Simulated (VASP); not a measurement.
# ScNb (P-6m2) in VASP: a series of runs

The runs below take ScNb through single point, with PBE, RPBE.

Program: VASP 6.6.1. These are calculated values, not measurements. Logs are shortened: lines on timing, memory, paths and dates and some standing lists are left out, and cuts for length are marked.

## (1) The cell of the first run

The structure is hexagonal, space group P-6m2 (No. 187). Conventional cell: a = 3.066 Å, b = 3.066 Å, c = 5.072 Å, α = 90.00°, β = 90.00°, γ = 120.00°. Within 4.0 Å of Nb (site symmetry -6m2) lie 6 Nb at 3.07 Å and 6 Sc at 3.09 Å. Sc (site symmetry -6m2) has 6 Sc at 3.07 Å and 6 Nb at 3.09 Å within 4.0 Å.

## (2) Single point, PBE

Contents of INCAR:

```
PREC = Accurate ; ENCUT = 520
EDIFF = 1E-7 ; ISMEAR = 1
SIGMA = 0.1 ; LREAL = F
LASPH = T ; NELM = 60
ALGO = Fast ; ISIF = 2
LWAVE = F ; LCHARG = F
GGA = PE ; NBANDS = 19
```

Contents of KPOINTS:

```
regular mesh
0
Gamma
  10 10 5
```

Contents of POSCAR:

```
ScNb
1.0
    3.0656443600      0.0000000000      0.0000000000
   -1.5328221800      2.6549258947      0.0000000000
    0.0000000000      0.0000000000      5.0721940000
Nb Sc
1 1
Direct
    0.0000000000      0.0000000000      0.5000000000
    0.6666666667      0.3333333333      0.0000000000
```

Potentials or basis: VASP PAW PBE potentials, release 64 (Nb_sv, Sc_sv).

The run is started by

```bash
$ cat potpaw_PBE.64/Nb_sv/POTCAR potpaw_PBE.64/Sc_sv/POTCAR > POTCAR
$ mpirun -np 1 vasp_std > vasp.out
```

OUTCAR:

```text
PREC = Accurate
   ENCUT = 520
   EDIFF = 1E-7
   ISMEAR = 1
   LREAL = F
   LASPH = T
   NELM = 60
   ISIF = 2
   GGA = PE

 ion  position               nearest neighbor table
   1  0.000  0.000  0.500-   2 3.09   2 3.09   2 3.09   2 3.09   2 3.09   2 3.09
   2  0.667  0.333  0.000-   1 3.09   1 3.09   1 3.09   1 3.09   1 3.09   1 3.09

  LATTYP: Found a hexagonal cell.
 ALAT       =     3.0656443600
 C/A-ratio  =     1.6545278592

  Lattice vectors:

 A1 = (   3.0656443600,   0.0000000000,   0.0000000000)
 A2 = (  -1.5328221800,   2.6549258947,   0.0000000000)
 A3 = (   0.0000000000,   0.0000000000,   5.0721940000)

Analysis of symmetry for initial positions (statically):
=====================================================================
 Subroutine PRICEL returns:
 Original cell was already a primitive cell.

 Routine SETGRP: Setting up the symmetry group for a
 hexagonal supercell.

 Subroutine GETGRP returns: Found 12 space group operations
 (whereof 12 operations were pure point group operations)
 out of a pool of 24 trial point group operations.

The static configuration has the point symmetry D_3h.

Analysis of symmetry for dynamics (positions and initial velocities):
=====================================================================
 Subroutine PRICEL returns:
 Original cell was already a primitive cell.

 Routine SETGRP: Setting up the symmetry group for a
 hexagonal supercell.

 Subroutine GETGRP returns: Found 12 space group operations
 (whereof 12 operations were pure point group operations)
 out of a pool of 24 trial point group operations.

The dynamic configuration has the point symmetry D_3h.

 Subroutine INISYM returns: Found 12 space group operations
 (whereof 12 operations are pure point group operations),
 and found     1 'primitive' translations

----------------------------------------------------------------------------------------

                                     Primitive cell

  volume of cell :      41.2829

  direct lattice vectors                    reciprocal lattice vectors
     3.065644360  0.000000000  0.000000000     0.326195697  0.188329174  0.000000000
    -1.532822180  2.654925895  0.000000000     0.000000000  0.376658347  0.000000000
     0.000000000  0.000000000  5.072194000     0.000000000  0.000000000  0.197153342

  length of vectors
     3.065644360  3.065644360  5.072194000     0.376658347  0.376658347  0.197153342

  position of ions in fractional coordinates (direct lattice)
     0.000000000  0.000000000  0.500000000
     0.666666667  0.333333333  0.000000000

  ion indices of the primitive-cell ions
   primitive index   ion index
                 1           1
                 2           2

----------------------------------------------------------------------------------------

 KPOINTS: regular mesh

Automatic generation of k-mesh.
 Grid dimensions read from file:
 generate k-points for:   10   10    5

 Generating k-lattice:

  Cartesian coordinates                     Fractional coordinates (reciprocal lattice)
     0.032619570  0.018832917  0.000000000     0.100000000  0.000000000  0.000000000
     0.000000000  0.037665835  0.000000000     0.000000000  0.100000000  0.000000000
     0.000000000  0.000000000  0.039430668     0.000000000  0.000000000  0.200000000

  Length of vectors
     0.037665835  0.037665835  0.039430668

  Shift w.r.t. Gamma in fractional coordinates (k-lattice)
     0.000000000  0.000000000  0.000000000

 Subroutine IBZKPT returns following result:
 ===========================================

 Found     42 irreducible k-points:

 Following reciprocal coordinates:
            Coordinates               Weight
  0.000000  0.000000  0.000000      1.000000
  0.100000 -0.000000  0.000000      6.000000
  0.200000 -0.000000  0.000000      6.000000
  0.300000  0.000000  0.000000      6.000000
  0.400000  0.000000  0.000000      6.000000
  0.500000  0.000000  0.000000      3.000000
[... 16 lines left out ...]
  0.300000  0.100000  0.200000     24.000000
  0.400000  0.100000  0.200000     24.000000
 [... further k-points ...]
   k-points           NKPTS =     42   k-points in BZ     NKDIM =     42   number of bands    NBANDS=     19
   number of dos      NEDOS =    301   number of ions     NIONS =      2
   total plane-waves  NPLWV =  23040
   dimension x,y,z NGX =    24 NGY =   24 NGZ =   40
   dimension x,y,z NGXF=    48 NGYF=   48 NGZF=   80
   ions per type =               1   1
   NGX,Y,Z   is equivalent  to a cutoff of  13.01, 13.01, 13.11 a.u.
   NGXF,Y,Z  is equivalent  to a cutoff of  26.03, 26.03, 26.22 a.u.
 SYSTEM =  unknown system
   PREC   = accura    normal or accurate (medium, high low for compatibility)
   ISTART =      0    job   : 0-new  1-cont  2-samecut
   ICHARG =      2    charge: 1-file 2-atom 10-const
   ISPIN  =      1    spin polarized calculation?
   LNONCOLLINEAR =      F non collinear calculations
   LSORBIT =      F    spin-orbit coupling
   LASPH  =      T    aspherical Exc in radial PAW
   ENCUT  =  520.0 eV  38.22 Ry    6.18 a.u.   5.70  5.70  9.43*2*pi/ulx,y,z
   NELM   =     60;   NELMIN=  2; NELMDL= -5     # of ELM steps
   EDIFF  = 0.1E-06   stopping-criterion for ELM
   LREAL  =      F    real-space projection
   EDIFFG = 0.1E-05   stopping-criterion for IOM
   NSW    =      0    number of steps for IOM
   IBRION =     -1    ionic relax: 0-MD 1-quasi-New 2-CG
   NFREE  =      0    steps in history (QN), initial steepest desc. (CG)
   ISIF   =      2    stress and relaxation
   ISYM   =      2    0-nonsym 1-usesym 2-fastsym
   POTIM  = 0.5000    time-step for ionic-motion
   TEBEG  =    0.0;   TEEND  =   0.0 temperature during run
   PSTRESS=    0.0 pullay stress
   NELECT =      24.0000    total number of electrons
   NUPDOWN=      -1.0000    fix difference up-down
   EMIN   =  10.00;   EMAX   =-10.00  energy-range for DOS
   EFERMI =   0.00;   METHOD = LEGACY
   ISMEAR =     1;   SIGMA  =   0.10  broadening in eV -4-tet -1-fermi 0-gaus
   EFERMI_NEDOS =   21; number of points for ismear=-14 and -15
   IALGO  =     68    algorithm
   IMIX   =      4    mixing-type and parameters
     AMIX     =   0.40;   BMIX     =  1.00
     AMIX_MAG =   1.60;   BMIX_MAG =  1.00
  volume/ion in A,a.u.               =      20.64       139.30
  Fermi-wavevector in a.u.,A,eV,Ry     =   1.366329  2.581987 25.400097  1.866854
  Thomas-Fermi vector in A             =   2.492479
   LORBIT       =      0    0 simple, 1 ext, 2 COOP (PROOUT), +10 PAW based schemes
   GGA     = PE    functional components
   LHFCALC =     F    Hartree Fock is set to
   AEXX    =    0.0000 exact exchange contribution
   IVDW    =     0    specifies the selected vdW correction
   LEPSILON=     F    determine dielectric tensor
   LRPA    =     F    only Hartree local field effects (RPA)
 non-spin polarized calculation
 RMM-DIIS sequential band-by-band and
 Methfessel and Paxton  Order N= 1 SIGMA  =   0.10
  energy-cutoff  :      520.00
  volume of cell :       41.28
 maximum number of plane-waves:      1128
 NGX is ok and might be reduce to    24
   NGX = 11   NGY = 11   NGZ = 19

 number of electron      24.0000000 magnetization

 Free energy of the ion-electron system (eV)
  ---------------------------------------------------
  ext. energy  EPLUGINS =         0.00000000
  ---------------------------------------------------
  free energy    TOTEN  =       -16.05669373 eV

  energy without entropy =      -16.05816589  energy(sigma->0) =      -16.05718445

 E-fermi :   7.1743     XC(G=0): -11.2145

 val. band max:        7.1167211725   @ k =   0.1000   0.1000   0.4000
 cond. band min:       7.1851695700   @ k =   0.4000   0.2000   0.4000
 fundamental gap:      0.0684483975
 Fermi energy:         7.1742720707

 k-point     1 :       0.0000    0.0000    0.0000
  band No.  band energies     occupation
      1     -47.5136      2.00000
      2     -41.8320      2.00000
      3     -23.6690      2.00000
      4     -23.1381      2.00000
      5     -23.1381      2.00000
      6     -20.4422      2.00000
[... 11 lines left out ...]
     18       9.4258      0.00000
     19      11.3373      0.00000

 k-point     2 :       0.1000   -0.0000    0.0000
  band No.  band energies     occupation
      1     -47.5049      2.00000
      2     -41.8239      2.00000
      3     -23.6559      2.00000
      4     -23.2068      2.00000
      5     -23.1540      2.00000
      6     -20.4383      2.00000
[... 11 lines left out ...]
     18       9.4792      0.00000
     19      11.4275      0.00000

 k-point     3 :       0.2000   -0.0000    0.0000
  band No.  band energies     occupation
      1     -47.4823      2.00000
      2     -41.8026      2.00000
      3     -23.6213      2.00000
      4     -23.3839      2.00000
      5     -23.1955      2.00000
      6     -20.4282      2.00000
[... 11 lines left out ...]
     18      10.0334      0.00000
     19      11.5817      0.00000

 k-point     4 :       0.3000    0.0000    0.0000
  band No.  band energies     occupation
      1     -47.4541      2.00000
      2     -41.7762      2.00000
      3     -23.5975      2.00000
      4     -23.5783      2.00000
      5     -23.2462      2.00000
      6     -20.5630      2.00000
[... 11 lines left out ...]
     18      10.8223      0.00000
     19      11.6905      0.00000

 k-point     5 :       0.4000    0.0000    0.0000
  band No.  band energies     occupation
      1     -47.4312      2.00000
      2     -41.7547      2.00000
      3     -23.7662      2.00000
      4     -23.5432      2.00000
      5     -23.2869      2.00000
      6     -20.6983      2.00000
[... 11 lines left out ...]
     18      11.6039      0.00000
     19      11.7396      0.00000
[... 334 lines left out ...]
      2     -41.8095      2.00000
      3     -23.6234      2.00000
      4     -23.3255      2.00000
      5     -23.1876      2.00000
      6     -20.4449      2.00000
[... 11 lines left out ...]
     18      10.0274      0.00000
     19      11.4112      0.00000

 k-point    22 :       0.2000    0.1000    0.2000
  band No.  band energies     occupation
      1     -47.4638      2.00000
      2     -41.7856      2.00000
      3     -23.5892      2.00000
      4     -23.5090      2.00000
      5     -23.2460      2.00000
      6     -20.4891      2.00000
[... 11 lines left out ...]
     18      10.6277      0.00000
     19      11.4524      0.00000

 k-point    23 :       0.3000    0.1000    0.2000
  band No.  band energies     occupation
      1     -47.4383      2.00000
      2     -41.7615      2.00000
      3     -23.6887      2.00000
      4     -23.5540      2.00000
      5     -23.3045      2.00000
      6     -20.6294      2.00000
[... 11 lines left out ...]
     18      11.2004      0.00000
     19      11.7907      0.00000

 k-point    24 :       0.4000    0.1000    0.2000
  band No.  band energies     occupation
      1     -47.4224      2.00000
      2     -41.7465      2.00000
      3     -23.7972      2.00000
      4     -23.5326      2.00000
      5     -23.3404      2.00000
      6     -20.7151      2.00000
[... 11 lines left out ...]
     18      11.7297      0.00000
     19      12.4284      0.00000

 [... further k-points ...]
[... 5 lines left out ...]
  --------------------------------------------------------------------------------------
  -------------------------------------------------------------------------------------
  Total       -0.0110763     -0.0110763     -0.1081459     -0.0000000      0.0000000      0.0000000
  in kB       -0.4298667     -0.4298667     -4.1971117     -0.0000000      0.0000000      0.0000000
  external PRESSURE =      -1.6856150 kB  Pullay stress =       0.0000000 kB

 VOLUME and BASIS-vectors are now :
 -----------------------------------------------------------------------------
  energy-cutoff  :      520.00
  volume of cell :       41.28
      direct lattice vectors                 reciprocal lattice vectors
     3.065644360  0.000000000  0.000000000     0.326195697  0.188329174  0.000000000
    -1.532822180  2.654925895  0.000000000     0.000000000  0.376658347  0.000000000
     0.000000000  0.000000000  5.072194000     0.000000000  0.000000000  0.197153342

 POSITION                                       TOTAL-FORCE (eV/Angst)
 -----------------------------------------------------------------------------------
      0.00000      0.00000      2.53610         0.000000     -0.000000      0.000000
      1.53282      0.88498      0.00000        -0.000000      0.000000      0.000000
 -----------------------------------------------------------------------------------
    total drift:                               -0.000000      0.000000      0.000000

  FREE ENERGIE OF THE ION-ELECTRON SYSTEM (eV)
  ---------------------------------------------------
  free  energy   TOTEN  =       -16.0566937312 eV

  energy  without entropy=      -16.0581658885  energy(sigma->0) =      -16.05718445
```

Wall time 1.7 min (1 thread of Intel Xeon Platinum 8259CL at 2.50GHz (Skylake/Cascade Lake), shared host); peak memory 0.18 GiB.

What came out:

```yaml
Free_energy: -16.0567 eV
Pressure: -0.2 GPa
Band_gap_on_the_k_mesh: zero (band 12 reaches 7.80 eV, above the bottom of band 13 at 6.91 eV)
```

Levels at points of the mesh, in eV from the Fermi level:
| k point | band 10 | band 11 | band 12 | band 13 | band 14 | band 15 |
| --- | --- | --- | --- | --- | --- | --- |
| (0.00, 0.00, 0.00) | -2.81 | 0.63 | 0.63 | 0.83 | 1.06 | 2.11 |
| (0.50, 0.00, 0.00) | -2.01 | -1.74 | -0.13 | 0.89 | 0.95 | 1.59 |

## (3) Single point, RPBE, non-collinear spin, zero start, spin-orbit coupling

Contents of INCAR:

```
SYSTEM = ScNb
PREC = Accurate
ENCUT = 520
EDIFF = 1E-6
ISMEAR = 1
SIGMA = 0.2
LREAL = .FALSE.
LASPH = .TRUE.
NELM = 150
ALGO = Fast
ISIF = 2
LWAVE = .FALSE.
LCHARG = .FALSE.
MAGMOM = 0 0 0 0 0 0
LORBIT = 11
LSORBIT = .TRUE.
GGA_COMPAT = .FALSE.
LORBMOM = .TRUE.
LMAXMIX = 4
GGA = RP
NBANDS = 36
```

Contents of KPOINTS:

```
regular mesh
0
G
  7 7 4
  0 0 0
```

POSCAR is that of step 2.

Potentials or basis: VASP PAW PBE potentials, release 64 (Nb_sv, Sc_sv).

The run is started by

```bash
$ cat potpaw_PBE.64/Nb_sv/POTCAR potpaw_PBE.64/Sc_sv/POTCAR > POTCAR
$ mpirun -np 1 vasp_ncl > vasp.out
```

Wall time 6.2 min (1 thread of Intel Xeon Platinum 8259CL at 2.50GHz (Skylake/Cascade Lake), shared host); peak memory 0.3 GiB.

Results (log left out):

```yaml
Free_energy: -15.3033 eV
Pressure: 2.3 GPa
Net_moment: 0.00 μB per cell
Valence_electrons_inside_the_program's_atomic_spheres: Nb 10.57; Sc 9.52
```

Stress tensor (GPa, compression positive):
```
2.41 0.00 0.00
0.00 2.41 0.00
0.00 0.00 2.14
```

Moments on the atoms (μB; x, y, z):
```
Nb  0.00 0.00 0.00
Sc  0.00 0.00 0.00
```

Caveat: the PAW data sets were made with another functional, which shifts forces and pressure a little.
